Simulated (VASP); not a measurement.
# Li2Pd (P6/mmm) in VASP: notebook

Li2Pd is run at these levels: LDA; tasks: single point.

All numbers are computed with VASP 6.6.1; they aren't measurements. Logs are shortened: lines on timing, memory, paths and dates and some standing lists are left out, and cuts for length are marked.

## (1) The cell of the first run

The structure is hexagonal, space group P6/mmm (No. 191). Conventional cell: a = 4.140 Å, b = 4.140 Å, c = 2.676 Å, α = 90.00°, β = 90.00°, γ = 120.00°. Within 3.2 Å of Li (site symmetry -6m2) lie 5 Li at 2.39 to 2.68 Å and 6 Pd at 2.74 Å. Pd (site symmetry 6/mmm) has 2 Pd at 2.68 Å and 12 Li at 2.74 Å within 3.5 Å.

## (2) Single point, LDA (13.24 Å³/atom)

INCAR

```
SYSTEM = Li2Pd
ALGO = Normal
EDIFF = 1E-7
ENCUT = 520
ISIF = 2
ISMEAR = -1
LASPH = .True.
LCHARG = .False.
LREAL = .False.
LWAVE = .False.
NBANDS = 15
NELM = 60
PREC = Accurate
SIGMA = 0.08
```

KPOINTS

```
k-points
0
Gamma
  11 11 15
  0 0 0
```

POSCAR

```
Li2Pd
1.0
    4.1404167863      0.0000000000      0.0000000000
   -2.0702083932      3.5857061193      0.0000000000
    0.0000000000      0.0000000000      2.6761312904
Li Pd
2 1
Direct
    0.3333333333      0.6666666667      0.5000000000
    0.6666666667      0.3333333333      0.5000000000
    0.0000000000      0.0000000000      0.0000000000
```

Potentials or basis: VASP PAW LDA potentials, release 64 (Li_sv, Pd).

Command:

```sh
cat potpaw_LDA.64/Li_sv/POTCAR potpaw_LDA.64/Pd/POTCAR > POTCAR
mpirun -np 1 vasp_std > vasp.out
```

OUTCAR:

```text
SYSTEM = Li2Pd
   EDIFF = 1E-7
   ENCUT = 520
   ISIF = 2
   ISMEAR = -1
   LASPH = .True.
   LREAL = .False.
   NELM = 60
   PREC = Accurate

 ion  position               nearest neighbor table
   1  0.333  0.667  0.500-   2 2.39   2 2.39   2 2.39   3 2.74   3 2.74   3 2.74   3 2.74   3 2.74
                             3 2.74
   2  0.667  0.333  0.500-   1 2.39   1 2.39   1 2.39   3 2.74   3 2.74   3 2.74   3 2.74   3 2.74
                             3 2.74
   3  0.000  0.000  0.000-   1 2.74   2 2.74   1 2.74   2 2.74   2 2.74   2 2.74   1 2.74   1 2.74
                             2 2.74   2 2.74   1 2.74   1 2.74

  LATTYP: Found a hexagonal cell.
 ALAT       =     4.1404167863
 C/A-ratio  =     0.6463434549

  Lattice vectors:

 A1 = (   4.1404167863,   0.0000000000,   0.0000000000)
 A2 = (  -2.0702083932,   3.5857061193,   0.0000000000)
 A3 = (   0.0000000000,   0.0000000000,   2.6761312904)

Analysis of symmetry for initial positions (statically):
=====================================================================
 Subroutine PRICEL returns:
 Original cell was already a primitive cell.

 Routine SETGRP: Setting up the symmetry group for a
 hexagonal supercell.

 Subroutine GETGRP returns: Found 24 space group operations
 (whereof 24 operations were pure point group operations)
 out of a pool of 24 trial point group operations.

The static configuration has the point symmetry D_6h.

Analysis of symmetry for dynamics (positions and initial velocities):
=====================================================================
 Subroutine PRICEL returns:
 Original cell was already a primitive cell.

 Routine SETGRP: Setting up the symmetry group for a
 hexagonal supercell.

 Subroutine GETGRP returns: Found 24 space group operations
 (whereof 24 operations were pure point group operations)
 out of a pool of 24 trial point group operations.

The dynamic configuration has the point symmetry D_6h.

 Subroutine INISYM returns: Found 24 space group operations
 (whereof 24 operations are pure point group operations),
 and found     1 'primitive' translations

----------------------------------------------------------------------------------------

                                     Primitive cell

  volume of cell :      39.7307

  direct lattice vectors                    reciprocal lattice vectors
     4.140416786  0.000000000  0.000000000     0.241521579  0.139442549  0.000000000
    -2.070208393  3.585706119  0.000000000     0.000000000  0.278885097  0.000000000
     0.000000000  0.000000000  2.676131290     0.000000000  0.000000000  0.373673744

  length of vectors
     4.140416786  4.140416786  2.676131290     0.278885097  0.278885097  0.373673744

  position of ions in fractional coordinates (direct lattice)
     0.333333333  0.666666667  0.500000000
     0.666666667  0.333333333  0.500000000
     0.000000000  0.000000000  0.000000000

  ion indices of the primitive-cell ions
   primitive index   ion index
                 1           1
                 2           2
                 3           3

----------------------------------------------------------------------------------------

 KPOINTS: k-points

Automatic generation of k-mesh.
 Grid dimensions read from file:
 generate k-points for:   11   11   15

 Generating k-lattice:

  Cartesian coordinates                     Fractional coordinates (reciprocal lattice)
     0.021956507  0.012676595  0.000000000     0.090909091  0.000000000  0.000000000
     0.000000000  0.025353191  0.000000000     0.000000000  0.090909091  0.000000000
     0.000000000  0.000000000  0.024911583     0.000000000  0.000000000  0.066666667

  Length of vectors
     0.025353191  0.025353191  0.024911583

  Shift w.r.t. Gamma in fractional coordinates (k-lattice)
     0.000000000  0.000000000  0.000000000

 Subroutine IBZKPT returns following result:
 ===========================================

 Found    128 irreducible k-points:

 Following reciprocal coordinates:
            Coordinates               Weight
  0.000000  0.000000  0.000000      1.000000
  0.090909  0.000000  0.000000      6.000000
  0.181818  0.000000  0.000000      6.000000
  0.272727  0.000000  0.000000      6.000000
  0.363636  0.000000  0.000000      6.000000
  0.454545  0.000000  0.000000      6.000000
[... 16 lines left out ...]
  0.090909  0.090909  0.066667     12.000000
  0.181818  0.090909  0.066667     24.000000
 [... further k-points ...]
   k-points           NKPTS =    128   k-points in BZ     NKDIM =    128   number of bands    NBANDS=     15
   number of dos      NEDOS =    301   number of ions     NIONS =      3
   total plane-waves  NPLWV =  20480
   dimension x,y,z NGX =    32 NGY =   32 NGZ =   20
   dimension x,y,z NGXF=    64 NGYF=   64 NGZF=   40
   ions per type =               2   1
   NGX,Y,Z   is equivalent  to a cutoff of  12.85, 12.85, 12.42 a.u.
   NGXF,Y,Z  is equivalent  to a cutoff of  25.70, 25.70, 24.85 a.u.
 SYSTEM =  Li2Pd
   PREC   = accura    normal or accurate (medium, high low for compatibility)
   ISTART =      0    job   : 0-new  1-cont  2-samecut
   ICHARG =      2    charge: 1-file 2-atom 10-const
   ISPIN  =      1    spin polarized calculation?
   LNONCOLLINEAR =      F non collinear calculations
   LSORBIT =      F    spin-orbit coupling
   LASPH  =      T    aspherical Exc in radial PAW
   ENCUT  =  520.0 eV  38.22 Ry    6.18 a.u.   7.70  7.70  4.98*2*pi/ulx,y,z
   NELM   =     60;   NELMIN=  2; NELMDL= -5     # of ELM steps
   EDIFF  = 0.1E-06   stopping-criterion for ELM
   LREAL  =      F    real-space projection
   EDIFFG = 0.1E-05   stopping-criterion for IOM
   NSW    =      0    number of steps for IOM
   IBRION =     -1    ionic relax: 0-MD 1-quasi-New 2-CG
   NFREE  =      0    steps in history (QN), initial steepest desc. (CG)
   ISIF   =      2    stress and relaxation
   ISYM   =      2    0-nonsym 1-usesym 2-fastsym
   POTIM  = 0.5000    time-step for ionic-motion
   TEBEG  =    0.0;   TEEND  =   0.0 temperature during run
   PSTRESS=    0.0 pullay stress
   NELECT =      16.0000    total number of electrons
   NUPDOWN=      -1.0000    fix difference up-down
   EMIN   =  10.00;   EMAX   =-10.00  energy-range for DOS
   EFERMI =   0.00;   METHOD = LEGACY
   ISMEAR =    -1;   SIGMA  =   0.08  broadening in eV -4-tet -1-fermi 0-gaus
   EFERMI_NEDOS =   21; number of points for ismear=-14 and -15
   IALGO  =     38    algorithm
   IMIX   =      4    mixing-type and parameters
     AMIX     =   0.40;   BMIX     =  1.00
     AMIX_MAG =   1.60;   BMIX_MAG =  1.00
  volume/ion in A,a.u.               =      13.24        89.37
  Fermi-wavevector in a.u.,A,eV,Ry     =   1.208944  2.284572 19.885528  1.461545
  Thomas-Fermi vector in A             =   2.344536
   LORBIT       =      0    0 simple, 1 ext, 2 COOP (PROOUT), +10 PAW based schemes
   GGA     = CA    functional components
   LHFCALC =     F    Hartree Fock is set to
   AEXX    =    0.0000 exact exchange contribution
   IVDW    =     0    specifies the selected vdW correction
   LEPSILON=     F    determine dielectric tensor
   LRPA    =     F    only Hartree local field effects (RPA)
 non-spin polarized calculation
  energy-cutoff  :      520.00
  volume of cell :       39.73
 maximum number of plane-waves:      1102
 NGX is ok and might be reduce to    32
   NGX = 15   NGY = 15   NGZ =  9

 number of electron      15.9999998 magnetization

 Free energy of the ion-electron system (eV)
  ---------------------------------------------------
  ext. energy  EPLUGINS =         0.00000000
  ---------------------------------------------------
  free energy    TOTEN  =       -11.70068655 eV

  energy without entropy =      -11.68620302  energy(sigma->0) =      -11.69344478

 E-fermi :   4.8617     XC(G=0): -10.3662

 val. band max:        4.8246016347   @ k =   0.3636   0.2727   0.1333
 cond. band min:       4.9113363275   @ k =   0.4545   0.0000   0.4000
 fundamental gap:      0.0867346928
 Fermi energy:         4.8616950366

 k-point     1 :       0.0000    0.0000    0.0000
  band No.  band energies     occupation
      1     -39.9512      2.00000
      2     -39.8220      2.00000
      3      -0.4366      2.00000
      4       1.0049      2.00000
      5       1.7553      2.00000
      6       1.7553      2.00000
      7       3.7692      2.00000
      8       3.7692      2.00000
      9       9.1380      0.00000
     10       9.1380      0.00000
     11      10.6139      0.00000
     12      10.6139      0.00000
     13      14.3370      0.00000
     14      15.8075      0.00000
     15      16.3677      0.00000

 k-point     2 :       0.0909    0.0000    0.0000
  band No.  band energies     occupation
      1     -39.9488      2.00000
      2     -39.8243      2.00000
      3      -0.3783      2.00000
      4       1.0257      2.00000
      5       1.7548      2.00000
      6       1.8044      2.00000
      7       3.7610      2.00000
      8       3.7676      2.00000
      9       8.3218      0.00000
     10       8.5141      0.00000
     11      11.2131      0.00000
     12      11.3547      0.00000
     13      14.5118      0.00000
     14      16.1101      0.00000
     15      16.4917      0.00000
[... 365 lines left out ...]
      3      -0.1554      2.00000
      4       1.1379      2.00000
      5       1.7852      2.00000
      6       1.9358      2.00000
      7       3.5914      2.00000
      8       3.6087      2.00000
      9       7.5717      0.00000
     10       7.9864      0.00000
     11      11.9043      0.00000
     12      12.1756      0.00000
     13      14.7721      0.00000
     14      15.6963      0.00000
     15      17.2279      0.00000

 k-point    24 :       0.1818    0.0909    0.0667
  band No.  band energies     occupation
      1     -39.9341      2.00000
      2     -39.8361      2.00000
      3       0.0369      2.00000
      4       1.2326      2.00000
      5       1.7979      2.00000
      6       2.1233      2.00000
      7       3.5568      2.00000
      8       3.5920      2.00000
      9       6.3963      0.00000
     10       7.1664      0.00000
     11      12.3130      0.00000
     12      13.2963      0.00000
     13      15.5123      0.00000
     14      16.3202      0.00000
     15      18.2095      0.00000

 [... further k-points ...]

------------------------ aborting loop because EDIFF is reached ----------------------------------------

  FORCE on cell =-STRESS in cart. coord.  units (eV):
  Direction    XX          YY          ZZ          XY          YZ          ZX
  --------------------------------------------------------------------------------------
  -------------------------------------------------------------------------------------
  Total       -0.3179327     -0.3179327     -0.7283044      0.0000000     -0.0000000      0.0000000
  in kB      -12.8209341    -12.8209341    -29.3695556      0.0000000     -0.0000000      0.0000000
  external PRESSURE =     -18.3371413 kB  Pullay stress =       0.0000000 kB

 VOLUME and BASIS-vectors are now :
 -----------------------------------------------------------------------------
  energy-cutoff  :      520.00
  volume of cell :       39.73
      direct lattice vectors                 reciprocal lattice vectors
     4.140416786  0.000000000  0.000000000     0.241521579  0.139442549  0.000000000
    -2.070208393  3.585706119  0.000000000     0.000000000  0.278885097  0.000000000
     0.000000000  0.000000000  2.676131290     0.000000000  0.000000000  0.373673744

 POSITION                                       TOTAL-FORCE (eV/Angst)
 -----------------------------------------------------------------------------------
     -0.00000      2.39047      1.33807        -0.000000      0.000000      0.000000
      2.07021      1.19524      1.33807         0.000000      0.000000     -0.000000
      0.00000      0.00000      0.00000        -0.000000      0.000000      0.000000
 -----------------------------------------------------------------------------------
    total drift:                                0.000000     -0.000000     -0.000000

  FREE ENERGIE OF THE ION-ELECTRON SYSTEM (eV)
  ---------------------------------------------------
  free  energy   TOTEN  =       -11.7006865511 eV

  energy  without entropy=      -11.6862030175  energy(sigma->0) =      -11.69344478
```

It took 42 s on 1 thread of Intel Xeon Platinum 8124M at 3.00GHz (Skylake/Cascade Lake), shared host; peak memory 0.19 GiB.

Results:

```yaml
Free_energy: -11.7007 eV
Band_gap_on_the_k_mesh: zero (bands 8 and 9 overlap by 2.34 eV)
```

Caveat: the cutoff is under 1.25 times the usual one of these potentials, so pressure, stress and relaxed cells hold a basis-set (Pulay) error.

(Part 1 of 2 ends here.)
